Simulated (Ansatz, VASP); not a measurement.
WSe2: VASP beside Ansatz

File POSCAR:

```
WSe2
1.0
    3.3179375931      0.0000000000      0.0000000000
   -1.6589687966      2.8734182438      0.0000000000
    0.0000000000      0.0000000000     16.6581424200
W Se
1 2
Direct
    0.0000000000      0.0000000000      0.0000000000
    0.3234763434      0.6469526869      0.0968357358
    0.3333333333      0.6666666667      0.9002134800
```

Contents of INCAR.step1:

```
SYSTEM = WSe2
PREC = Accurate ; ENCUT = 520
ISMEAR = 0 ; SIGMA = 0.05
LREAL = .FALSE. ; LASPH = .TRUE.
NELM = 60 ; NBANDS = 20
GGA = PE ; ALGO = Normal
EDIFF = 1E-4 ; LWAVE = .TRUE.
LCHARG = .FALSE.
```

Contents of INCAR.step2:

```
SYSTEM = WSe2
PREC = Accurate ; ENCUT = 520
EDIFF = 1E-6 ; ISMEAR = 0
SIGMA = 0.05 ; LREAL = .FALSE.
LASPH = .TRUE. ; NELM = 60
ALGO = Normal ; ISIF = 2
LWAVE = .FALSE. ; LCHARG = .FALSE.
METAGGA = R2SCAN ; LMIXTAU = .TRUE.
NBANDS = 20 ; ISTART = 1
```

Contents of KPOINTS:

```
regular mesh
0
G
  12 12 2
  0 0 0
```

Input for Ansatz:

```yaml
crystal:
  lattice:
    - [3.3179375931, 0.0, 0.0]
    - [-1.6589687966, 2.8734182438, 0.0]
    - [0.0, 0.0, 16.65814242]
  atoms:
    - { symbol: W, position: [0.0, 0.0, 0.0] }
    - { symbol: Se, position: [0.3234763434, 0.6469526869, 0.0968357358] }
    - { symbol: Se, position: [0.3333333333, 0.6666666667, 0.90021348] }
basis:
  ecutwfc: 500
kpoints:
  mp_grid: { grid: [12, 12, 2] }
hamiltonian:
  xc: r2scan
scf:
  occupations: { method: gaussian, width: 0.05 }
output:
  forces: true
  stress: true
  eigenvalues: true
```

Alike in both runs: task single point; functional r2SCAN; k mesh 12 × 12 × 2; occupations gaussian, width 0.05 eV; no spin polarisation.

```csv
,VASP,Ansatz
version,VASP 6.6.1,Ansatz 0.2.0
potentials or method,"VASP PAW PBE potentials, release 64 (W_sv, Se), cutoff 520 eV","scalar-relativistic, plane waves, PAW"
valence electrons in the cell,26,46
```

VASP gave:

| Property | Result |
| --- | --- |
| gap on the k mesh at the Fermi level (eV) | 1.58 |
| least direct gap on the mesh (eV) | 1.58 |
| rms of the force components (eV/Å) | 0.495 |

Task: What did Ansatz give for the same quantities?

Result: gap on the k mesh at the Fermi level (eV): 1.58; least direct gap on the mesh (eV): 1.58; rms of the force components (eV/Å): 0.484.

VASP's potentials were made for PBE, not for r2SCAN. Atom by atom the forces differ by 0.023 eV/Å (rms over components). VASP's potentials hold 26 valence electrons a cell and Ansatz's 46, so a difference there can come from the potentials and not from the codes.

Neither program's run includes spin-orbit coupling.
